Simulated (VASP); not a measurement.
# BaSr3Ti4O12 (P1) in VASP: further runs

BaSr3Ti4O12 is run at these levels: PBEsol; tasks: single point.

Program: VASP 6.6.1. These are calculated values, not measurements. Logs are shortened: lines on timing, memory, paths and dates and some standing lists are left out, and cuts for length are marked.

**1. The cell of the first run**

The typed cell holds 20 atoms: a = 7.822 Å, b = 7.822 Å, c = 3.911 Å, α = 90.00°, β = 90.00°, γ = 90.00°.

**2. Single point, PBEsol**

The input, INCAR:

```
ALGO = Normal
EDIFF = 1E-6
ENCUT = 520
GGA = PS
ISIF = 2
ISMEAR = -1
LASPH = T
LCHARG = F
LREAL = Auto
LWAVE = F
NBANDS = 96
NELM = 60
PREC = Accurate
SIGMA = 0.05
```

The input, KPOINTS:

```
Automatic mesh
0
Gamma
  2 2 2
  0.5 0.5 0.5
```

The input, POSCAR:

```
BaSr3Ti4O12
1.0
    7.8222200000      0.0000000000      0.0000000000
    0.0000000000      7.8222200000      0.0000000000
    0.0000000000      0.0000000000      3.9111100000
Sr Ba Ti O
3 1 4 12
Direct
    0.9991850000      0.9958230000      0.0019550000
    0.9991490000      0.5017520000      0.9993250000
    0.5015720000      0.5000780000      0.0047040000
    0.4996590000      0.9981690000      0.9954290000
    0.2427370000      0.2504690000      0.5080290000
    0.2462400000      0.7504760000      0.4942280000
    0.7490820000      0.2515300000      0.5060790000
    0.7458800000      0.7490440000      0.5081800000
    0.2490010000      0.2523030000      0.0057530000
    0.2520020000      0.7524230000      0.9962860000
    0.7512310000      0.2521320000      0.0069770000
    0.7449680000      0.7497460000      0.0002330000
    0.0055770000      0.2538650000      0.5031100000
    0.0029070000      0.7486320000      0.5035860000
    0.5034320000      0.2455480000      0.5022720000
    0.4961980000      0.7515300000      0.5049040000
    0.2516340000      0.9973340000      0.5034860000
    0.2478510000      0.5034650000      0.4982370000
    0.7473020000      0.9964730000      0.5055960000
    0.7463230000      0.5017860000      0.4889680000
```

Potentials or basis: VASP PAW PBE potentials, release 64 (Sr_sv, Ba_sv, Ti_sv, O).

The run is started by

```
$ cat potpaw_PBE.64/Sr_sv/POTCAR potpaw_PBE.64/Ba_sv/POTCAR potpaw_PBE.64/Ti_sv/POTCAR potpaw_PBE.64/O/POTCAR > POTCAR
$ mpirun -np 1 vasp_std > vasp.out
```

OUTCAR:

```text
EDIFF = 1E-6
   ENCUT = 520
   GGA = PS
   ISIF = 2
   ISMEAR = -1
   LASPH = T
   LREAL = Auto
   NELM = 60
   PREC = Accurate

 ion  position               nearest neighbor table
   1  0.999  0.996  0.002-  10 2.75  14 2.75  14 2.75  19 2.77  12 2.77  17 2.77  17 2.78  19 2.79
                            11 2.79   9 2.80  13 2.81  13 2.81   6 3.34   5 3.37   6 3.37   8 3.37
   2  0.999  0.502  0.999-  14 2.74  13 2.74  11 2.75  20 2.75  18 2.76  14 2.76  18 2.76   9 2.76
                            13 2.76  12 2.78  10 2.79  20 2.81   5 3.34   6 3.36   8 3.37   7 3.37
   3  0.502  0.500  0.005-  20 2.69  12 2.73  11 2.75   9 2.77  18 2.77  16 2.77  16 2.77  10 2.78
                            20 2.78  15 2.78  15 2.80  18 2.80   8 3.35   8 3.36   7 3.37   7 3.37
   4  0.500  0.998  0.995-  16 2.72  19 2.72  10 2.73  12 2.73  15 2.73  17 2.73  15 2.77  16 2.77
                            17 2.78  19 2.78   9 2.79  11 2.80   8 3.34   7 3.38   6 3.39   6 3.40
   5  0.243  0.250  0.508-  13 1.86   9 1.95   9 1.97  18 1.98  17 1.98  15 2.04   2 3.34   1 3.37
                             2 3.38   1 3.39   4 3.40   3 3.42   3 3.43   4 3.46
   6  0.246  0.750  0.494-  14 1.90  17 1.93  18 1.93  10 1.95  16 1.96  10 1.96   1 3.34   2 3.36
                             1 3.37   2 3.38   4 3.39   3 3.39   4 3.40   3 3.44
   7  0.749  0.252  0.506-  15 1.92  11 1.95  20 1.96  11 1.96  19 2.00  13 2.01   3 3.37   3 3.37
                             2 3.37   4 3.38   2 3.40   1 3.40   1 3.42   4 3.42
   8  0.746  0.749  0.508-  12 1.92  19 1.94  20 1.94  16 1.95  12 1.99  14 2.01   4 3.34   3 3.35
                             3 3.36   2 3.37   1 3.37   4 3.40   1 3.40   2 3.41
   9  0.249  0.252  0.006-   5 1.95   5 1.97   2 2.76   3 2.77   4 2.79   1 2.80
  10  0.252  0.752  0.996-   6 1.95   6 1.96   4 2.73   1 2.75   3 2.78   2 2.79
  11  0.751  0.252  0.007-   7 1.95   7 1.96   2 2.75   3 2.75   1 2.79   4 2.80
  12  0.745  0.750  0.000-   8 1.92   8 1.99   3 2.73   4 2.73   1 2.77   2 2.78
  13  0.006  0.254  0.503-   5 1.86   7 2.01   2 2.74   2 2.76   1 2.81   1 2.81
  14  0.003  0.749  0.504-   6 1.90   8 2.01   2 2.74   1 2.75   1 2.75   2 2.76
  15  0.503  0.246  0.502-   7 1.92   5 2.04   4 2.73   4 2.77   3 2.78   3 2.80
  16  0.496  0.752  0.505-   8 1.95   6 1.96   4 2.72   3 2.77   4 2.77   3 2.77
  17  0.252  0.997  0.503-   6 1.93   5 1.98   4 2.73   1 2.77   4 2.78   1 2.78
  18  0.248  0.503  0.498-   6 1.93   5 1.98   2 2.76   2 2.76   3 2.77   3 2.80
  19  0.747  0.996  0.506-   8 1.94   7 2.00   4 2.72   1 2.77   4 2.78   1 2.79
  20  0.746  0.502  0.489-   8 1.94   7 1.96   3 2.69   2 2.75   3 2.78   2 2.81

  LATTYP: Found a simple tetragonal cell.
 ALAT       =     7.8222200000
 C/A-ratio  =     0.5000000000

  Lattice vectors:

 A1 = (   7.8222200000,   0.0000000000,   0.0000000000)
 A2 = (   0.0000000000,   7.8222200000,   0.0000000000)
 A3 = (   0.0000000000,   0.0000000000,   3.9111100000)

Analysis of symmetry for initial positions (statically):
=====================================================================
 Subroutine PRICEL returns:
 Original cell was already a primitive cell.

 Routine SETGRP: Setting up the symmetry group for a
 simple tetragonal supercell.

[... 151 lines left out ...]
   IMIX   =      4    mixing-type and parameters
     AMIX     =   0.40;   BMIX     =  1.00
     AMIX_MAG =   1.60;   BMIX_MAG =  1.00
  volume/ion in A,a.u.               =      11.97        80.75
  Fermi-wavevector in a.u.,A,eV,Ry     =   1.431511  2.705164 27.881396  2.049225
  Thomas-Fermi vector in A             =   2.551240
   LORBIT       =      0    0 simple, 1 ext, 2 COOP (PROOUT), +10 PAW based schemes
   GGA     = PS    functional components
   LHFCALC =     F    Hartree Fock is set to
   AEXX    =    0.0000 exact exchange contribution
   IVDW    =     0    specifies the selected vdW correction
   LEPSILON=     F    determine dielectric tensor
   LRPA    =     F    only Hartree local field effects (RPA)
 non-spin polarized calculation
  energy-cutoff  :      520.00
  volume of cell :      239.31
 maximum number of plane-waves:      6455
 NGX is ok and might be reduce to    60
   NGX = 29   NGY = 29   NGZ = 15

 number of electron     159.9999998 magnetization

 Free energy of the ion-electron system (eV)
  ---------------------------------------------------
  ext. energy  EPLUGINS =         0.00000000
  ---------------------------------------------------
  free energy    TOTEN  =      -168.46366853 eV

  energy without entropy =     -168.46366853  energy(sigma->0) =     -168.46366853

 E-fermi :   5.1847     XC(G=0): -11.6034

 val. band max:        3.8119178332   @ k =   0.2500   0.2500   0.2500
 cond. band min:       6.5789061630   @ k =  -0.2500  -0.2500   0.2500
 fundamental gap:      2.7669883298
 Fermi energy:         5.1847191917

 k-point     1 :       0.2500    0.2500    0.2500
  band No.  band energies     occupation
      1     -52.1699      2.00000
      2     -52.0709      2.00000
      3     -52.0330      2.00000
      4     -51.8229      2.00000
      5     -28.7192      2.00000
      6     -28.6449      2.00000
[... 369 lines left out ...]
     91       8.0585      0.00000
     92       8.2483      0.00000
 [bands above 92 left out]

------------------------ aborting loop because EDIFF is reached ----------------------------------------

  FORCE on cell =-STRESS in cart. coord.  units (eV):
  Direction    XX          YY          ZZ          XY          YZ          ZX
  --------------------------------------------------------------------------------------
  -------------------------------------------------------------------------------------
  Total        2.8167403      2.2031872      0.1861534      0.0178321      0.0468808     -0.0616358
  in kB       18.8580725     14.7503354      1.2462969      0.1193861      0.3138666     -0.4126514
  external PRESSURE =      11.6182350 kB  Pullay stress =       0.0000000 kB

 VOLUME and BASIS-vectors are now :
 -----------------------------------------------------------------------------
  energy-cutoff  :      520.00
  volume of cell :      239.31
      direct lattice vectors                 reciprocal lattice vectors
     7.822220000  0.000000000  0.000000000     0.127840945  0.000000000  0.000000000
     0.000000000  7.822220000  0.000000000     0.000000000  0.127840945  0.000000000
     0.000000000  0.000000000  3.911110000     0.000000000  0.000000000  0.255681891

 POSITION                                       TOTAL-FORCE (eV/Angst)
 -----------------------------------------------------------------------------------
      7.81584      7.78955      0.00765         0.055874     -0.009054      0.016423
      7.81556      3.92481      3.90847         0.169972      0.060072      0.076046
      3.92341      3.91172      0.01840        -0.300559     -0.002908      0.005086
      3.90844      7.80790      3.89323        -0.194401      0.201696      0.275779
      1.89874      1.95922      1.98696         1.140681      0.194108     -0.123781
      1.92614      5.87039      1.93298         0.510928     -0.159331      0.080761
[... 12 lines left out ...]
      5.84556      7.79463      1.97744         0.856666      0.502644     -0.102329
      5.83790      3.92508      1.91241         0.210011     -0.358758      0.319366
 -----------------------------------------------------------------------------------
    total drift:                                0.045646      0.002693     -0.006191

  FREE ENERGIE OF THE ION-ELECTRON SYSTEM (eV)
  ---------------------------------------------------
  free  energy   TOTEN  =      -168.4636685289 eV

  energy  without entropy=     -168.4636685289  energy(sigma->0) =     -168.46366853
```

OSZICAR:

```text
N       E                     dE             d eps       ncg     rms          rms(c)
DAV:   1     0.216214743019E+04    0.21621E+04   -0.80243E+04   768   0.184E+03
DAV:   2     0.205645788957E+03   -0.19565E+04   -0.18521E+04   800   0.543E+02
DAV:   3    -0.180178106000E+03   -0.38582E+03   -0.37650E+03   944   0.219E+02
DAV:   4    -0.205638334069E+03   -0.25460E+02   -0.25404E+02  1128   0.591E+01
DAV:   5    -0.207069715165E+03   -0.14314E+01   -0.14306E+01  1200   0.115E+01    0.524E+01
DAV:   6    -0.167921023948E+03    0.39149E+02   -0.22398E+02  1112   0.770E+01    0.301E+01
DAV:   7    -0.168811642356E+03   -0.89062E+00   -0.39664E+01  1088   0.247E+01    0.199E+01
DAV:   8    -0.169203718699E+03   -0.39208E+00   -0.93028E+00  1080   0.180E+01    0.821E+00
DAV:   9    -0.168453482475E+03    0.75024E+00   -0.32258E+00  1112   0.114E+01    0.184E+00
DAV:  10    -0.168468049260E+03   -0.14567E-01   -0.35857E-01  1144   0.323E+00    0.109E+00
DAV:  11    -0.168467869732E+03    0.17953E-03   -0.83399E-02  1128   0.169E+00    0.531E-01
DAV:  12    -0.168463781160E+03    0.40886E-02   -0.28032E-02  1136   0.746E-01    0.241E-01
DAV:  13    -0.168463637048E+03    0.14411E-03   -0.26219E-03   992   0.284E-01    0.128E-01
DAV:  14    -0.168463677074E+03   -0.40026E-04   -0.59876E-04  1144   0.127E-01    0.607E-02
DAV:  15    -0.168463665715E+03    0.11360E-04   -0.33631E-04  1216   0.763E-02    0.283E-02
DAV:  16    -0.168463668756E+03   -0.30411E-05   -0.61897E-05  1096   0.476E-02    0.110E-02
DAV:  17    -0.168463668529E+03    0.22669E-06   -0.52558E-06   800   0.113E-02
   1 F= -.16846367E+03 E0= -.16846367E+03  d E =-.538921E-11
```

stdout:

```text
POSCAR found type information on POSCAR SrBaTiO
 POSCAR found :  4 types and      20 ions
 scaLAPACK will be used
 -----------------------------------------------------------------------------
|                                                                             |
|                                                                             |
|     You enforced a specific xc type in the INCAR file but a different       |
|     I HOPE YOU KNOW WHAT YOU ARE DOING!                                     |
|                                                                             |
 -----------------------------------------------------------------------------

 LDA part: xc-table for (Slater+PW92), standard interpolation
 POSCAR, INCAR and KPOINTS ok, starting setup
 FFT: planning ... GRIDC
 FFT: planning ... GRID_SOFT
 FFT: planning ... GRID
 WAVECAR not read
 entering main loop
```

Run time: 2.9 min. Hardware: 1 thread of Intel Xeon Platinum 8259CL at 2.50GHz (Skylake/Cascade Lake), shared host; peak memory 0.36 GiB.

Results:

* Free energy: -168.4637 eV
* Pressure: 1.2 GPa
* Largest force: 1.164 eV/Å
* Band gap on the k mesh: 2.77 eV

Forces on the atoms (eV/Å):
```
Sr   0.056 -0.009  0.016
Sr   0.170  0.060  0.076
Sr  -0.301 -0.003  0.005
Ba  -0.194  0.202  0.276
Ti   1.141  0.194 -0.124
Ti   0.511 -0.159  0.081
Ti  -0.433 -0.124 -0.128
Ti  -0.067  0.109 -0.164
O   -0.344  0.087 -0.174
O   -0.558 -0.336  0.268
O    0.381  0.121 -0.309
O    0.479 -0.328  0.051
O   -1.090 -0.193  0.081
O   -0.955  0.071 -0.076
O   -0.024  0.688  0.081
O    0.689 -0.585 -0.149
O   -0.685  0.743 -0.080
O    0.159 -0.682  0.051
O    0.857  0.503 -0.102
O    0.210 -0.359  0.319
```

Levels at points of the mesh, in eV from the valence-band top:
```
           k point  band 76  band 77  band 78  band 79  band 80  band 81  band 82  band 83  band 84  band 85
(0.25, 0.25, 0.25)    -0.58    -0.50    -0.40    -0.35     0.00     2.77     3.22     3.25     3.38     3.42
```

Caveat: the k points lie up to 0.80 Å⁻¹ apart; the PAW data sets were made with another functional, which shifts forces and pressure a little; spin-orbit coupling is left out, which moves the levels of the heavy elements; a shifted mesh leaves out Γ, where band edges can lie. A k mesh can miss the band edges.

**3. Single point, PBEsol**

The input, INCAR:

```
  ALGO = Normal
  EDIFF = 1E-7
  ENCUT = 520
  GGA = PS
  ISIF = 2
  ISMEAR = 1
  LASPH = T
  LCHARG = T
  LELF = T
  LREAL = Auto
  LVHAR = T
  LWAVE = F
  NBANDS = 96
  NELM = 100
  PREC = Accurate
  SIGMA = 0.05
```

KPOINTS is that of step 2.

POSCAR is that of step 2.

Potentials or basis: VASP PAW PBE potentials, release 64 (Sr_sv, Ba_sv, Ti_sv, O).

The run is started by

```
$ cat potpaw_PBE.64/Sr_sv/POTCAR potpaw_PBE.64/Ba_sv/POTCAR potpaw_PBE.64/Ti_sv/POTCAR potpaw_PBE.64/O/POTCAR > POTCAR
$ mpirun -np 1 vasp_std > vasp.out
```

It took 3.1 min on 1 thread of Intel Xeon Platinum 8259CL at 2.50GHz (Skylake/Cascade Lake), shared host; peak memory 0.36 GiB.

The run converged. Its results:

```
Free energy            : -168.4608 eV
Pressure               : 1.2 GPa
Largest force          : 1.162 eV/Å
Band gap on the k mesh : 2.77 eV
```

Forces in eV/Å, atoms in the order of the input:
```
Sr   0.056 -0.009  0.016
Sr   0.170  0.060  0.076
Sr  -0.300 -0.003  0.005
Ba  -0.195  0.201  0.276
Ti   1.140  0.193 -0.124
Ti   0.512 -0.158  0.081
Ti  -0.432 -0.123 -0.128
Ti  -0.068  0.108 -0.164
O   -0.344  0.087 -0.174
O   -0.558 -0.336  0.268
O    0.381  0.121 -0.309
O    0.478 -0.328  0.051
O   -1.090 -0.192  0.081
O   -0.954  0.071 -0.076
O   -0.023  0.688  0.081
O    0.688 -0.585 -0.149
O   -0.685  0.742 -0.080
O    0.159 -0.682  0.051
O    0.856  0.503 -0.102
O    0.210 -0.359  0.319
```

Stress tensor (GPa, compression positive):
```
 1.90  0.02 -0.04
 0.02  1.49  0.03
-0.04  0.03  0.14
```

Levels at points of the mesh, in eV from the valence-band top:
| k point | band 77 | band 78 | band 79 | band 80 | band 81 | band 82 | band 83 | band 84 |
| --- | --- | --- | --- | --- | --- | --- | --- | --- |
| (0.25, 0.25, 0.25) | -0.50 | -0.40 | -0.35 | 0.00 | 2.77 | 3.22 | 3.25 | 3.38 |

Caveat: the k points lie up to 0.80 Å⁻¹ apart; the PAW data sets were made with another functional, which shifts forces and pressure a little; spin-orbit coupling is left out, which moves the levels of the heavy elements; a shifted mesh leaves out Γ, where band edges can lie.

**4. Single point, PBEsol**

The input, INCAR:

```
SYSTEM = BaSr3Ti4O12
PREC     = Accurate       ! precision mode
ENCUT    = 520            ! plane-wave cutoff, eV
EDIFF    = 1E-6           ! SCF threshold, eV
ISMEAR   = -1             ! smearing method
SIGMA    = 0.05           ! smearing width, eV
LREAL    = Auto         
LASPH    = .True.         ! aspherical terms in the spheres
NELM     = 80             ! most SCF steps
ALGO     = Normal         ! electronic algorithm
ISIF     = 2              ! what is computed and relaxed
LWAVE    = .False.        ! write WAVECAR
LCHARG   = .False.        ! write CHGCAR
GGA      = PS             ! functional
NELECT   = 154.0        
NBANDS   = 96             ! bands
```

KPOINTS is that of step 3.

POSCAR is that of step 3.

The run is started by

```
$ cat potpaw_PBE.64/Sr_sv/POTCAR potpaw_PBE.64/Ba_sv/POTCAR potpaw_PBE.64/Ti_sv/POTCAR potpaw_PBE.64/O/POTCAR > POTCAR
$ mpirun -np 1 vasp_std > vasp.out
```

Wall time 4.7 min (1 thread of Intel Xeon Platinum 8259CL at 2.50GHz (Skylake/Cascade Lake), shared host); peak memory 0.36 GiB.

The run converged. Its results:

```yaml
Free_energy: -187.3193 eV
Largest_force: 0.999 eV/Å
```

Forces on the atoms (eV/Å):
```
Sr  -0.073  0.161  0.051
Sr  -0.019 -0.001  0.057
Sr  -0.221 -0.050 -0.040
Ba  -0.094  0.280  0.312
Ti   0.975  0.119 -0.182
Ti   0.387 -0.097  0.156
Ti   0.283 -0.036 -0.126
Ti   0.262 -0.072 -0.280
O   -0.287  0.078 -0.017
O   -0.451 -0.360  0.026
O    0.197  0.100 -0.138
O    0.367 -0.274  0.114
O   -0.930 -0.059  0.040
O   -0.802 -0.028 -0.054
O   -0.299  0.407  0.033
O    0.367 -0.376 -0.102
O   -0.388  0.547 -0.041
O    0.062 -0.495  0.028
O    0.484  0.465 -0.031
O    0.180 -0.307  0.194
```

Levels at points of the mesh, in eV from the Fermi level:
```
           k point  band 75  band 76  band 77  band 78  band 79  band 80
(0.25, 0.25, 0.25)    -0.14    -0.10    -0.01     0.03     0.05     0.34
```

Caveat: the k points lie up to 0.80 Å⁻¹ apart; the cell carries a net charge on a neutralising background, which shifts energy and pressure; the cell is charged against a uniform background, so pressure and absolute levels hang on convention; the PAW data sets were made with another functional, which shifts forces and pressure a little; spin-orbit coupling is left out, which moves the levels of the heavy elements.
